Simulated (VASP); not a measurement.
# LaGa3Pb (I4mm) in VASP: single point with r2SCAN

Aim: the single point of LaGa3Pb with r2SCAN.

Program: VASP 6.6.1. These are calculated values, not measurements. Logs are shortened: lines on timing, memory, paths and dates and some standing lists are left out, and cuts for length are marked.

## Step 1: The cell of the first run

Symmetry: I4mm, No. 107, tetragonal system. Conventional cell: a = 4.495 Å, b = 4.495 Å, c = 10.963 Å, α = 90.00°, β = 90.00°, γ = 90.00°. Within 4.5 Å of La (site symmetry 4mm) lie 5 Pb at 3.40 to 4.26 Å and 13 Ga at 3.41 to 4.00 Å and 4 La at 4.49 Å. Pb (site symmetry 4mm) has 5 Ga at 2.70 to 2.82 Å and 4 La at 3.40 Å within 3.6 Å. Within 3.5 Å of Ga (site symmetry 2mm) lie 6 Ga at 2.50 to 3.18 Å and 2 Pb at 2.82 Å and 2 La at 3.41 Å. Ga (site symmetry 4mm) has 4 Ga at 2.50 Å and 1 Pb at 2.70 Å within 3.3 Å.

## Step 2: Single point, r2SCAN

POSCAR

```
LaGa3Pb
1.0
    0.0000000000      4.4947230000     -0.0000002050
    4.4947230000      0.0000000000     -0.0000002050
    2.2473612500      2.2473612500     -5.4814482050
La Pb Ga
1 1 3
Direct
    0.1358766914      0.1358766914      0.7282466171
    0.5245351576      0.5245351576      0.9509296848
    0.8698388646      0.3698388646      0.2603222708
    0.3698388646      0.8698388646      0.2603222708
    0.7708104218      0.7708104218      0.4583791565
```

INCAR.step1

```
SYSTEM = LaGa3Pb
PREC = Accurate
ENCUT = 520
ISMEAR = -1
SIGMA = 0.1
LREAL = .False.
LASPH = .True.
NELM = 60
NBANDS = 40
GGA = PE
ALGO = Normal
EDIFF = 1E-4
LWAVE = .True.
LCHARG = .False.
```

INCAR.step2

```
SYSTEM = LaGa3Pb
PREC = Accurate
ENCUT = 520
EDIFF = 1E-6
ISMEAR = -1
SIGMA = 0.1
LREAL = .False.
LASPH = .True.
NELM = 60
ALGO = Normal
ISIF = 2
LWAVE = .False.
LCHARG = .False.
METAGGA = R2SCAN
LMIXTAU = .True.
NBANDS = 40
ISTART = 1
```

KPOINTS

```
Automatic mesh
0
Gamma
  7 7 7
  0 0 0
```

Potentials or basis: VASP PAW PBE potentials, release 64 (La, Pb_d, Ga_d).

Launch:

```sh
$ cat potpaw_PBE.64/La/POTCAR potpaw_PBE.64/Pb_d/POTCAR potpaw_PBE.64/Ga_d/POTCAR > POTCAR
$ cp INCAR.step1 INCAR
$ mpirun -np 1 vasp_std > vasp.out
$ cp INCAR.step2 INCAR
$ mpirun -np 1 vasp_std > vasp.out
```

OUTCAR:

```text
SYSTEM = LaGa3Pb
   PREC = Accurate
   ENCUT = 520
   EDIFF = 1E-6
   ISMEAR = -1
   LREAL = .False.
   LASPH = .True.
   NELM = 60
   ISIF = 2
   METAGGA = R2SCAN
   ISTART = 1

 ion  position               nearest neighbor table
   1  0.136  0.136  0.728-   2 3.40   2 3.40   2 3.40   2 3.40
   2  0.525  0.525  0.951-   5 2.70   4 2.82   3 2.82   4 2.82   3 2.82   1 3.40   1 3.40   1 3.40
                             1 3.40
   3  0.870  0.370  0.260-   5 2.50   5 2.50   2 2.82   2 2.82
   4  0.370  0.870  0.260-   5 2.50   5 2.50   2 2.82   2 2.82
   5  0.771  0.771  0.458-   4 2.50   3 2.50   3 2.50   4 2.50   2 2.70

  LATTYP: Found a body centered tetragonal cell.
 ALAT       =     4.4947230000
 C/A-ratio  =     2.4390593147

  Lattice vectors:

 A1 = (  -2.2473612500,   2.2473617500,   5.4814480000)
 A2 = (   2.2473617500,  -2.2473612500,   5.4814480000)
 A3 = (   2.2473612500,   2.2473612500,  -5.4814482050)

Analysis of symmetry for initial positions (statically):
=====================================================================
 Subroutine PRICEL returns:
 Original cell was already a primitive cell.

 Routine SETGRP: Setting up the symmetry group for a
 body centered tetragonal supercell.

 Subroutine GETGRP returns: Found  8 space group operations
 (whereof  8 operations were pure point group operations)
 out of a pool of 16 trial point group operations.

The static configuration has the point symmetry C_4v.

Analysis of symmetry for dynamics (positions and initial velocities):
=====================================================================
 Subroutine PRICEL returns:
 Original cell was already a primitive cell.

 Routine SETGRP: Setting up the symmetry group for a
 body centered tetragonal supercell.

 Subroutine GETGRP returns: Found  8 space group operations
 (whereof  8 operations were pure point group operations)
 out of a pool of 16 trial point group operations.

The dynamic configuration has the point symmetry C_4v.

 Subroutine INISYM returns: Found  8 space group operations
 (whereof  8 operations are pure point group operations),
 and found     1 'primitive' translations

----------------------------------------------------------------------------------------

                                     Primitive cell

  volume of cell :     110.7391

  direct lattice vectors                    reciprocal lattice vectors
     0.000000000  4.494723000 -0.000000205     0.000000004  0.222483125  0.091216763
     4.494723000  0.000000000 -0.000000205     0.222483125  0.000000004  0.091216763
     2.247361250  2.247361250 -5.481448205    -0.000000008 -0.000000008 -0.182433547

  length of vectors
     4.494723000  4.494723000  6.336208614     0.240456314  0.240456314  0.182433547

  position of ions in fractional coordinates (direct lattice)
     0.135876691  0.135876691  0.728246617
     0.524535158  0.524535158  0.950929685
     0.869838865  0.369838865  0.260322271
     0.369838865  0.869838865  0.260322271
     0.770810422  0.770810422  0.458379157

  ion indices of the primitive-cell ions
   primitive index   ion index
                 1           1
                 2           2
                 3           3
                 4           4
                 5           5

----------------------------------------------------------------------------------------

 KPOINTS: Automatic mesh

Automatic generation of k-mesh.
 Grid dimensions read from file:
 generate k-points for:    7    7    7

 Generating k-lattice:

  Cartesian coordinates                     Fractional coordinates (reciprocal lattice)
     0.000000001  0.031783304  0.013030966     0.142857143 -0.000000000  0.000000000
     0.031783304  0.000000001  0.013030966    -0.000000000  0.142857143  0.000000000
    -0.000000001 -0.000000001 -0.026061935     0.000000000  0.000000000  0.142857143

  Length of vectors
     0.034350902  0.034350902  0.026061935

  Shift w.r.t. Gamma in fractional coordinates (k-lattice)
     0.000000000  0.000000000  0.000000000

 Subroutine IBZKPT returns following result:
 ===========================================

 Found     40 irreducible k-points:

 Following reciprocal coordinates:
            Coordinates               Weight
  0.000000  0.000000  0.000000      1.000000
  0.142857 -0.000000  0.000000      8.000000
  0.285714 -0.000000  0.000000      8.000000
  0.428571 -0.000000  0.000000      8.000000
  0.142857  0.142857  0.000000      8.000000
  0.285714  0.142857  0.000000     16.000000
[... 16 lines left out ...]
  0.285714  0.285714  0.142857      8.000000
  0.428571  0.285714  0.142857     16.000000
 [... further k-points ...]
   k-points           NKPTS =     40   k-points in BZ     NKDIM =     40   number of bands    NBANDS=     40
   number of dos      NEDOS =    301   number of ions     NIONS =      5
   total plane-waves  NPLWV =  62208
   dimension x,y,z NGX =    36 NGY =   36 NGZ =   48
   dimension x,y,z NGXF=    72 NGYF=   72 NGZF=   96
   ions per type =               1   1   3
   NGX,Y,Z   is equivalent  to a cutoff of  13.32, 13.32, 12.59 a.u.
   NGXF,Y,Z  is equivalent  to a cutoff of  26.63, 26.63, 25.19 a.u.
 SYSTEM =  LaGa3Pb
   PREC   = accura    normal or accurate (medium, high low for compatibility)
   ISTART =      1    job   : 0-new  1-cont  2-samecut
   ICHARG =      0    charge: 1-file 2-atom 10-const
   ISPIN  =      1    spin polarized calculation?
   LNONCOLLINEAR =      F non collinear calculations
   LSORBIT =      F    spin-orbit coupling
   LASPH  =      T    aspherical Exc in radial PAW
   ENCUT  =  520.0 eV  38.22 Ry    6.18 a.u.   8.36  8.36 11.78*2*pi/ulx,y,z
   NELM   =     60;   NELMIN=  2; NELMDL=  0     # of ELM steps
   EDIFF  = 0.1E-05   stopping-criterion for ELM
   LREAL  =      F    real-space projection
   EDIFFG = 0.1E-04   stopping-criterion for IOM
   NSW    =      0    number of steps for IOM
   IBRION =     -1    ionic relax: 0-MD 1-quasi-New 2-CG
   NFREE  =      0    steps in history (QN), initial steepest desc. (CG)
   ISIF   =      2    stress and relaxation
   ISYM   =      2    0-nonsym 1-usesym 2-fastsym
   POTIM  = 0.5000    time-step for ionic-motion
   TEBEG  =    0.0;   TEEND  =   0.0 temperature during run
   PSTRESS=    0.0 pullay stress
   NELECT =      64.0000    total number of electrons
   NUPDOWN=      -1.0000    fix difference up-down
   EMIN   =  10.00;   EMAX   =-10.00  energy-range for DOS
   EFERMI =   0.00;   METHOD = LEGACY
   ISMEAR =    -1;   SIGMA  =   0.10  broadening in eV -4-tet -1-fermi 0-gaus
   EFERMI_NEDOS =   21; number of points for ismear=-14 and -15
   IALGO  =     38    algorithm
   IMIX   =      4    mixing-type and parameters
     AMIX     =   0.40;   BMIX     =  1.00
     AMIX_MAG =   1.60;   BMIX_MAG =  1.00
  volume/ion in A,a.u.               =      22.15       149.46
  Fermi-wavevector in a.u.,A,eV,Ry     =   1.363644  2.576914 25.300384  1.859526
  Thomas-Fermi vector in A             =   2.490029
   LORBIT       =      0    0 simple, 1 ext, 2 COOP (PROOUT), +10 PAW based schemes
   METAGGA = R2SCAN    functional components
   LHFCALC =     F    Hartree Fock is set to
   AEXX    =    0.0000 exact exchange contribution
   IVDW    =     0    specifies the selected vdW correction
   LEPSILON=     F    determine dielectric tensor
   LRPA    =     F    only Hartree local field effects (RPA)
 non-spin polarized calculation
  energy-cutoff  :      520.00
  volume of cell :      110.74
 maximum number of plane-waves:      3033
 NGX is ok and might be reduce to    36
   NGX = 17   NGY = 17   NGZ = 23

 number of electron      64.0000023 magnetization

 Free energy of the ion-electron system (eV)
  ---------------------------------------------------
  ext. energy  EPLUGINS =         0.00000000
  ---------------------------------------------------
  free energy    TOTEN  =      -121.76050285 eV

  energy without entropy =     -121.66477944  energy(sigma->0) =     -121.71264115

 E-fermi :   8.2166     XC(G=0): -11.7763

 val. band max:        8.2149241201   @ k =  -0.4286   0.1429   0.0000
 cond. band min:       8.2290288511   @ k =  -0.0000  -0.0000   0.4286
 fundamental gap:      0.0141047309
 Fermi energy:         8.2166408596

 k-point     1 :       0.0000    0.0000    0.0000
  band No.  band energies     occupation
      1     -26.4349      2.00000
      2      -9.9887      2.00000
      3      -9.9088      2.00000
      4      -9.9083      2.00000
      5      -9.6609      2.00000
      6      -9.6202      2.00000
[... 32 lines left out ...]
     39      10.1099      0.00000
     40      10.2062      0.00000

 k-point     2 :       0.1429   -0.0000    0.0000
  band No.  band energies     occupation
      1     -26.4333      2.00000
      2      -9.9752      2.00000
      3      -9.9321      2.00000
      4      -9.9221      2.00000
      5      -9.6609      2.00000
      6      -9.6594      2.00000
[... 32 lines left out ...]
     39      10.1158      0.00000
     40      10.1167      0.00000

 k-point     3 :       0.2857   -0.0000    0.0000
  band No.  band energies     occupation
      1     -26.4296      2.00000
      2      -9.9919      2.00000
      3      -9.9799      2.00000
      4      -9.8997      2.00000
      5      -9.6919      2.00000
      6      -9.6771      2.00000
[... 32 lines left out ...]
     39      10.1038      0.00000
     40      10.1457      0.00000

 k-point     4 :       0.4286   -0.0000    0.0000
  band No.  band energies     occupation
      1     -26.4266      2.00000
      2     -10.0303      2.00000
      3     -10.0135      2.00000
      4      -9.8408      2.00000
      5      -9.7080      2.00000
      6      -9.7035      2.00000
[... 32 lines left out ...]
     39      10.0914      0.00000
     40      10.1068      0.00000
[... 772 lines left out ...]
     39      10.0847      0.00000
     40      10.1241      0.00000

 k-point    23 :       0.2857    0.2857    0.1429
  band No.  band energies     occupation
      1     -26.4248      2.00000
      2     -10.0463      2.00000
      3     -10.0135      2.00000
      4      -9.9009      2.00000
      5      -9.7051      2.00000
      6      -9.6419      2.00000
[... 32 lines left out ...]
     39      10.0946      0.00000
     40      10.2580      0.00000

 k-point    24 :       0.4286    0.2857    0.1429
  band No.  band energies     occupation
      1     -26.4220      2.00000
      2     -10.0674      2.00000
      3     -10.0441      2.00000
      4      -9.8863      2.00000
      5      -9.7066      2.00000
      6      -9.6416      2.00000
[... 32 lines left out ...]
     39      10.1008      0.00000
     40      10.2963      0.00000

 [... further k-points ...]
[... 5 lines left out ...]
  --------------------------------------------------------------------------------------
  -------------------------------------------------------------------------------------
  Total        3.5425418      3.5425418      4.0346597      0.0000000      0.0000000      0.0000000
  in kB       51.2536034     51.2536034     58.3735803      0.0000000      0.0000003      0.0000003
  external PRESSURE =      53.6269290 kB  Pullay stress =       0.0000000 kB

 VOLUME and BASIS-vectors are now :
 -----------------------------------------------------------------------------
  energy-cutoff  :      520.00
  volume of cell :      110.74
      direct lattice vectors                 reciprocal lattice vectors
     0.000000000  4.494723000 -0.000000205     0.000000004  0.222483125  0.091216763
     4.494723000  0.000000000 -0.000000205     0.222483125  0.000000004  0.091216763
     2.247361250  2.247361250 -5.481448205    -0.000000008 -0.000000008 -0.182433547

 POSITION                                       TOTAL-FORCE (eV/Angst)
 -----------------------------------------------------------------------------------
      2.24736      2.24736     -3.99185        -0.000000     -0.000000     -0.002518
      4.49472      4.49472     -5.21247         0.000000      0.000000      0.005362
      2.24736      4.49472     -1.42694         0.000000      0.000000      0.005811
      4.49472      2.24736     -1.42694         0.000000      0.000000      0.005811
      4.49472      4.49472     -2.51258        -0.000000     -0.000000     -0.014466
 -----------------------------------------------------------------------------------
    total drift:                               -0.000521     -0.000521     -0.007243

  FREE ENERGIE OF THE ION-ELECTRON SYSTEM (eV)
  ---------------------------------------------------
  free  energy   TOTEN  =      -121.7605028549 eV

  energy  without entropy=     -121.6647794426  energy(sigma->0) =     -121.71264115
```

Run time: 10 min. Hardware: 1 thread of Intel Xeon Platinum 8488C (Sapphire Rapids), shared host; peak memory 0.39 GiB.

What came out:

```
Free energy            : -121.7605 eV
Pressure               : 5.4 GPa
Largest force          : 0.014 eV/Å
Band gap on the k mesh : zero (bands 32 and 33 overlap by 0.82 eV)
```

Forces on the atoms (eV/Å):
```
La   0.000  0.000 -0.003
Pb   0.000  0.000  0.005
Ga   0.000  0.000  0.006
Ga   0.000  0.000  0.006
Ga   0.000  0.000 -0.014
```

Stress tensor (GPa, compression positive):
```
5.13 0.00 0.00
0.00 5.13 0.00
0.00 0.00 5.84
```

Levels at points of the mesh, in eV from the Fermi level:
```csv
k point,band 29,band 30,band 31,band 32,band 33,band 34,band 35,band 36
"(0.00, 0.00, 0.00)",-3.48,-3.48,-1.32,-0.48,-0.48,0.81,1.75,1.75
```

Caveat: the cell stands under pressure; the PAW data sets were made with another functional, which shifts forces and pressure a little; spin-orbit coupling is left out, which moves the levels of the heavy elements.
